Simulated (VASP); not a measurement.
A run of VASP 6.6.1:

File INCAR:

```
  PREC = Accurate
  ENCUT = 500
  EDIFF = 1E-7
  ISMEAR = 0
  SIGMA = 0.1
  LREAL = F
  LASPH = T
  NELM = 120
  ALGO = Normal
  ISIF = 3
  LWAVE = F
  LCHARG = F
  IBRION = 2
  NSW = 100
  EDIFFG = -0.002
  GGA_COMPAT = F
  NELMIN = 4
```

File KPOINTS:

```
Automatic mesh
0
Gamma
  16 16 16
```

The input POSCAR:

```
Ir
1.0
   -1.5254903019      1.5254903019      1.5254903019
    1.5254903019     -1.5254903019      1.5254903019
    1.5254903019      1.5254903019     -1.5254903019
Ir
1
Direct
    0.0000000000      0.0000000000      0.0000000000
```

Potentials or basis: VASP PAW LDA potentials, release 64 (Ir).

Run with:

```console
$ cat potpaw_LDA.64/Ir/POTCAR > POTCAR
$ mpirun -np 1 vasp_std > vasp.out
```

Hardware: 1 thread of AMD EPYC 9R45 (Zen 5) (shared host).

Q: Estimate the wall time of this run.

A: Wall time 34 s on 1 thread of AMD EPYC 9R45 (Zen 5), on a shared host, peak memory 0.1 GiB. Counts: scf iterations 31, k points 145, ion steps 4.
